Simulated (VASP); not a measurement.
A run of VASP 6.6.1:

Contents of POSCAR:

```
Ce
1.0
    1.5855462171     -3.1067334778      0.0000000000
    1.5855462171      3.1067334778      0.0000000000
    0.0000000000      0.0000000000      5.2555591481
Ce
2
Direct
    0.9031467200      0.0968532800      0.7500000000
    0.0968532800      0.9031467200      0.2500000000
```

The input INCAR.step1:

```
PREC = Accurate
ENCUT = 520
ISMEAR = -1
SIGMA = 0.05
LREAL = F
LASPH = T
NELM = 100
NBANDS = 19
GGA = PE
ALGO = Normal
EDIFF = 1E-4
LWAVE = T
LCHARG = F
```

INCAR.step2

```
PREC = Accurate
ENCUT = 520
EDIFF = 1E-8
ISMEAR = -1
SIGMA = 0.05
LREAL = F
LASPH = T
NELM = 100
ALGO = Normal
ISIF = 2
LWAVE = F
LCHARG = F
METAGGA = R2SCAN
LMIXTAU = T
LEFG = T
NBANDS = 19
ISTART = 1
```

KPOINTS

```
Automatic mesh
0
Gamma
  12 12 7
```

Potentials or basis: VASP PAW PBE potentials, release 64 (Ce).

The run is started by

```bash
$ cat potpaw_PBE.64/Ce/POTCAR > POTCAR
$ cp INCAR.step1 INCAR
$ mpirun -np 1 vasp_std > vasp.out
$ cp INCAR.step2 INCAR
$ mpirun -np 1 vasp_std > vasp.out
```

Hardware: 1 thread of AMD EPYC 7R43 64-Core Processor (Zen 3), with other jobs on the host.

Problem. Estimate the wall time of this run.

Solution. Wall time 17 min on 1 thread of AMD EPYC 7R43 64-Core Processor (Zen 3), with other jobs on the host, peak memory 0.28 GiB. Counts: k points 172.
